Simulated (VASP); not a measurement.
# Ta (P6_3/mmc) in VASP: notebook, part 2 of 2

VASP 6.6.1. Earlier steps stand in the parts before.

## 4. Density of states, PBEsol

This run uses another cell than the first one, of 18.13 Å³/atom, 1.667 times its volume.

POSCAR

```
Ta
1.0
    2.8681140808      0.0000000000      0.0000000000
   -1.4340570404      2.4838596549      0.0000000000
    0.0000000000      0.0000000000      5.0906837790
Ta
2
Direct
    0.3333333333      0.6666666667      0.2500000000
    0.6666666667      0.3333333333      0.7500000000
```

INCAR.step1

```
SYSTEM = Ta
PREC = Accurate ; ENCUT = 520
EDIFF = 1E-6 ; ISMEAR = -1
SIGMA = 0.1 ; LREAL = .FALSE.
LASPH = .TRUE. ; NELM = 60
ALGO = Normal ; ISIF = 2
LWAVE = .FALSE. ; LCHARG = .TRUE.
LMAXMIX = 4 ; GGA = PS
NBANDS = 18
```

KPOINTS.step1

```
Automatic mesh
0
G
  17 17 9
  0 0 0
```

INCAR.step2

```
SYSTEM = Ta
PREC = Accurate ; ENCUT = 520
EDIFF = 1E-6 ; ISMEAR = -5
SIGMA = 0.1 ; LREAL = .FALSE.
LASPH = .TRUE. ; NELM = 60
ALGO = Normal ; ISIF = 2
LWAVE = .FALSE. ; LCHARG = .FALSE.
LMAXMIX = 4 ; GGA = PS
LORBIT = 11 ; NBANDS = 18
NEDOS = 2001 ; ICHARG = 11
```

KPOINTS.step2

```
Automatic mesh
0
G
  26 26 14
  0 0 0
```

Potentials or basis: VASP PAW PBE potentials, release 64 (Ta_pv).

Started as:

```console
cat potpaw_PBE.64/Ta_pv/POTCAR > POTCAR
cp INCAR.step1 INCAR
cp KPOINTS.step1 KPOINTS
mpirun -np 1 vasp_std > vasp.out
cp INCAR.step2 INCAR
cp KPOINTS.step2 KPOINTS
mpirun -np 1 vasp_std > vasp.out
```

OUTCAR:

```text
SYSTEM = Ta
   PREC = Accurate
   ENCUT = 520
   EDIFF = 1E-6
   ISMEAR = -5
   LREAL = .FALSE.
   LASPH = .TRUE.
   NELM = 60
   ISIF = 2
   GGA = PS
   LORBIT = 11
   ICHARG = 11

 ion  position               nearest neighbor table
   1  0.333  0.667  0.250-   2 3.04   2 3.04   2 3.04   2 3.04   2 3.04   2 3.04
   2  0.667  0.333  0.750-   1 3.04   1 3.04   1 3.04   1 3.04   1 3.04   1 3.04

  LATTYP: Found a hexagonal cell.
 ALAT       =     2.8681140808
 C/A-ratio  =     1.7749237428

  Lattice vectors:

 A1 = (   2.8681140808,   0.0000000000,   0.0000000000)
 A2 = (  -1.4340570404,   2.4838596549,   0.0000000000)
 A3 = (   0.0000000000,   0.0000000000,   5.0906837790)

Analysis of symmetry for initial positions (statically):
=====================================================================
 Subroutine PRICEL returns:
 Original cell was already a primitive cell.

 Routine SETGRP: Setting up the symmetry group for a
 hexagonal supercell.

 Subroutine GETGRP returns: Found 24 space group operations
 (whereof 12 operations were pure point group operations)
 out of a pool of 24 trial point group operations.

[... 167 lines left out ...]

 val. band max:        5.7456384508   @ k =   0.3462   0.1538   0.5000
 cond. band min:       5.6641094596   @ k =   0.2692   0.1538   0.0000
 fundamental gap:     -0.0815289912
 Fermi energy:         5.6877385797

 k-point     1 :       0.0000    0.0000    0.0000
  band No.  band energies     occupation
      1     -28.8098      2.00000
      2     -27.8742      2.00000
      3     -27.7638      2.00000
      4     -27.7638      2.00000
      5     -27.6691      2.00000
      6     -27.6691      2.00000
[... 481 lines left out ...]
      5     -27.9921      2.00000
      6     -27.8860      2.00000
[... 10 lines left out ...]
     17      11.9527      0.00000
     18      14.0565      0.00000

 [... further k-points ...]
[... 5 lines left out ...]
  --------------------------------------------------------------------------------------
  -------------------------------------------------------------------------------------
  Total       -0.0490226     -0.0490226     -0.0268223      0.0000000      0.0000000      0.0000000
  in kB       -2.1657446     -2.1657446     -1.1849710      0.0000000      0.0000000      0.0000000
  external PRESSURE =      -1.8388201 kB  Pullay stress =       0.0000000 kB

 VOLUME and BASIS-vectors are now :
 -----------------------------------------------------------------------------
  energy-cutoff  :      520.00
  volume of cell :       36.27
      direct lattice vectors                 reciprocal lattice vectors
     2.868114081  0.000000000  0.000000000     0.348661166  0.201299618  0.000000000
    -1.434057040  2.483859655  0.000000000     0.000000000  0.402599236  0.000000000
     0.000000000  0.000000000  5.090683779     0.000000000  0.000000000  0.196437265

 POSITION                                       TOTAL-FORCE (eV/Angst)
 -----------------------------------------------------------------------------------
     -0.00000      1.65591      1.27267         0.000000     -0.000000      0.000000
      1.43406      0.82795      3.81801        -0.000000      0.000000      0.000000
 -----------------------------------------------------------------------------------
    total drift:                               -0.000000      0.000000     -0.000000

  FREE ENERGIE OF THE ION-ELECTRON SYSTEM (eV)
  ---------------------------------------------------
  free  energy   TOTEN  =       -24.5093523040 eV

  energy  without entropy=      -24.5093523040  energy(sigma->0) =      -24.50935230

 total charge

# of ion       s       p       d       tot
------------------------------------------
    1        0.382   6.168   2.384   8.934
    2        0.382   6.168   2.384   8.934
--------------------------------------------------
tot          0.764  12.336   4.769  17.869
```

OSZICAR.step1:

```text
N       E                     dE             d eps       ncg     rms          rms(c)
DAV:   1     0.169916972798E+03    0.16992E+03   -0.12830E+04  5964   0.127E+03
DAV:   2    -0.211226394686E+02   -0.19104E+03   -0.18783E+03  7186   0.358E+02
DAV:   3    -0.255062542394E+02   -0.43836E+01   -0.43247E+01  7214   0.508E+01
DAV:   4    -0.255375097011E+02   -0.31255E-01   -0.31216E-01  6742   0.444E+00
DAV:   5    -0.255377299304E+02   -0.22023E-03   -0.22022E-03  6734   0.363E-01    0.191E+01
DAV:   6    -0.247943699034E+02    0.74336E+00   -0.76568E-01  6640   0.758E+00    0.932E+00
DAV:   7    -0.245554401432E+02    0.23893E+00   -0.66348E-01  6828   0.666E+00    0.469E-01
DAV:   8    -0.245515684251E+02    0.38717E-02   -0.96769E-03  6578   0.896E-01    0.129E-01
DAV:   9    -0.245515359393E+02    0.32486E-04   -0.21798E-04  7060   0.116E-01    0.507E-02
DAV:  10    -0.245515325738E+02    0.33655E-05   -0.24091E-05  7176   0.333E-02    0.553E-03
DAV:  11    -0.245515313582E+02    0.12156E-05   -0.19689E-06  4778   0.986E-03    0.396E-03
DAV:  12    -0.245515309668E+02    0.39131E-06   -0.16469E-07  3108   0.401E-03
   1 F= -.24551531E+02 E0= -.24510742E+02  d E =-.815782E-01
```

It took 2.3 min on 1 thread of AMD EPYC 9R45 (Zen 5), shared host; peak memory 0.38 GiB.

What came out:

```yaml
Valence_electrons_inside_the_program's_atomic_spheres: Ta 8.93
```

Levels at points of the mesh, in eV from the Fermi level:
```tsv
k point	band 7	band 8	band 9	band 10	band 11	band 12	band 13	band 14	band 15	band 16
(0.00, 0.00, 0.00)	-8.32	-5.01	-0.57	0.04	0.59	0.59	1.19	1.19	3.05	3.05
(0.50, 0.00, 0.00)	-4.15	-3.99	-3.48	-0.39	-0.36	0.56	0.83	5.80	6.70	7.02
(0.00, 0.00, 0.50)	-6.42	-6.42	-1.19	-1.19	0.64	0.64	0.64	0.64	4.59	4.59
(0.50, 0.00, 0.50)	-4.48	-4.48	-2.39	-2.39	1.63	1.63	2.67	2.67	5.81	5.81
```

Caveat: the PAW data sets were made with another functional, which shifts forces and pressure a little; spin-orbit coupling is left out, which moves the levels of the heavy elements; tetrahedron occupations give inexact forces and stress in metals.

## 5. Density of states, PBEsol

This run uses another cell than the first one, of 18.13 Å³/atom, 1.667 times its volume.

POSCAR is that of step 4.

INCAR.step1

```
PREC = Accurate
ENCUT = 520
EDIFF = 1E-6
ISMEAR = -1
SIGMA = 0.1
LREAL = False
LASPH = True
NELM = 60
ALGO = Normal
ISIF = 2
LWAVE = False
LCHARG = True
LMAXMIX = 4
GGA = PS
NBANDS = 18
```

KPOINTS.step1

```
Automatic mesh
0
Gamma
  17 17 9
```

INCAR.step2

```
PREC = Accurate
ENCUT = 520
EDIFF = 1E-6
ISMEAR = -5
SIGMA = 0.1
LREAL = False
LASPH = True
NELM = 60
ALGO = Normal
ISIF = 2
LWAVE = False
LCHARG = False
LMAXMIX = 4
GGA = PS
LORBIT = 11
NBANDS = 18
NEDOS = 2001
ICHARG = 11
```

KPOINTS.step2

```
Automatic mesh
0
Gamma
  26 26 14
```

Potentials or basis: VASP PAW PBE potentials, release 64 (Ta_pv).

Started as:

```console
cat potpaw_PBE.64/Ta_pv/POTCAR > POTCAR
cp INCAR.step1 INCAR
cp KPOINTS.step1 KPOINTS
mpirun -np 1 vasp_std > vasp.out
cp INCAR.step2 INCAR
cp KPOINTS.step2 KPOINTS
mpirun -np 1 vasp_std > vasp.out
```

OUTCAR:

```text
PREC = Accurate
   ENCUT = 520
   EDIFF = 1E-6
   ISMEAR = -5
   LREAL = False
   LASPH = True
   NELM = 60
   ISIF = 2
   GGA = PS
   LORBIT = 11
   ICHARG = 11

 ion  position               nearest neighbor table
   1  0.333  0.667  0.250-   2 3.04   2 3.04   2 3.04   2 3.04   2 3.04   2 3.04
   2  0.667  0.333  0.750-   1 3.04   1 3.04   1 3.04   1 3.04   1 3.04   1 3.04

  LATTYP: Found a hexagonal cell.
[... 705 lines left out ...]
  -------------------------------------------------------------------------------------
  Total       -0.0490226     -0.0490226     -0.0268223      0.0000000      0.0000000      0.0000000
  in kB       -2.1657446     -2.1657446     -1.1849710      0.0000000      0.0000000      0.0000000
  external PRESSURE =      -1.8388201 kB  Pullay stress =       0.0000000 kB

 VOLUME and BASIS-vectors are now :
 -----------------------------------------------------------------------------
  energy-cutoff  :      520.00
  volume of cell :       36.27
      direct lattice vectors                 reciprocal lattice vectors
     2.868114081  0.000000000  0.000000000     0.348661166  0.201299618  0.000000000
    -1.434057040  2.483859655  0.000000000     0.000000000  0.402599236  0.000000000
     0.000000000  0.000000000  5.090683779     0.000000000  0.000000000  0.196437265

 POSITION                                       TOTAL-FORCE (eV/Angst)
 -----------------------------------------------------------------------------------
     -0.00000      1.65591      1.27267         0.000000     -0.000000      0.000000
      1.43406      0.82795      3.81801        -0.000000      0.000000      0.000000
 -----------------------------------------------------------------------------------
    total drift:                               -0.000000      0.000000     -0.000000

  FREE ENERGIE OF THE ION-ELECTRON SYSTEM (eV)
  ---------------------------------------------------
  free  energy   TOTEN  =       -24.5093523040 eV

  energy  without entropy=      -24.5093523040  energy(sigma->0) =      -24.50935230

 total charge

# of ion       s       p       d       tot
------------------------------------------
    1        0.382   6.168   2.384   8.934
    2        0.382   6.168   2.384   8.934
--------------------------------------------------
tot          0.764  12.336   4.769  17.869
```

OSZICAR.step1:

```text
N       E                     dE             d eps       ncg     rms          rms(c)
DAV:   1     0.169916972798E+03    0.16992E+03   -0.12830E+04  5964   0.127E+03
DAV:   2    -0.211226394686E+02   -0.19104E+03   -0.18783E+03  7186   0.358E+02
DAV:   3    -0.255062542394E+02   -0.43836E+01   -0.43247E+01  7214   0.508E+01
DAV:   4    -0.255375097011E+02   -0.31255E-01   -0.31216E-01  6742   0.444E+00
DAV:   5    -0.255377299304E+02   -0.22023E-03   -0.22022E-03  6734   0.363E-01    0.191E+01
DAV:   6    -0.247943699034E+02    0.74336E+00   -0.76568E-01  6640   0.758E+00    0.932E+00
DAV:   7    -0.245554401432E+02    0.23893E+00   -0.66348E-01  6828   0.666E+00    0.469E-01
DAV:   8    -0.245515684251E+02    0.38717E-02   -0.96769E-03  6578   0.896E-01    0.129E-01
DAV:   9    -0.245515359393E+02    0.32486E-04   -0.21798E-04  7060   0.116E-01    0.507E-02
DAV:  10    -0.245515325738E+02    0.33655E-05   -0.24091E-05  7176   0.333E-02    0.553E-03
DAV:  11    -0.245515313582E+02    0.12156E-05   -0.19689E-06  4778   0.986E-03    0.396E-03
DAV:  12    -0.245515309668E+02    0.39131E-06   -0.16469E-07  3108   0.401E-03
   1 F= -.24551531E+02 E0= -.24510742E+02  d E =-.815782E-01
```

Run time: 2.5 min. Hardware: 1 thread of AMD EPYC 9R45 (Zen 5), shared host; peak memory 0.38 GiB.

Results:

| Quantity | Value |
| --- | --- |
| Valence electrons inside the program's atomic spheres | Ta 8.93 |

Caveat: the PAW data sets were made with another functional, which shifts forces and pressure a little; spin-orbit coupling is left out, which moves the levels of the heavy elements; tetrahedron occupations give inexact forces and stress in metals.
